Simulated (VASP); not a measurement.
Runs of VASP 6.6.1 on YS. The structure is that of space group Fm-3m (No. 225), or close to it. The cells are those of the table. 

| cell | gap on the mesh (eV) | pressure (GPa) |
| --- | --- | --- |
| a = 3.975 Å, angles 60.0°, 2 atoms | none | -9.6 |
| a = 3.912 Å, angles 60.0°, 2 atoms | none | (b) |
| a = 3.746 Å, angles 60.0°, 2 atoms | none | 8.6 |
| a = 3.781 Å, angles 60.0°, 2 atoms | none | 4.8 |
| a = 3.847 Å, angles 60.0°, 2 atoms | none | -1.3 |
| a = 3.880 Å, angles 60.0°, 2 atoms | none | (a) |
| a = 3.944 Å, angles 60.0°, 2 atoms | none | -7.9 |

Alike in all rows: task single point; level LDA; potentials or basis VASP PAW LDA potentials, release 64 (Y_sv, S); no spin polarisation; k mesh 7 × 7 × 7; cutoff (eV) 520; smearing methfessel-paxton 0.15 eV.

Problem. Estimate the missing entries.

Solution. (a) -3.8; (b) -6.0.

A k mesh can miss the band edges, and the runs leave out spin-orbit coupling on Y.

A gap of «none» marks levels without a gap at the run's occupations.
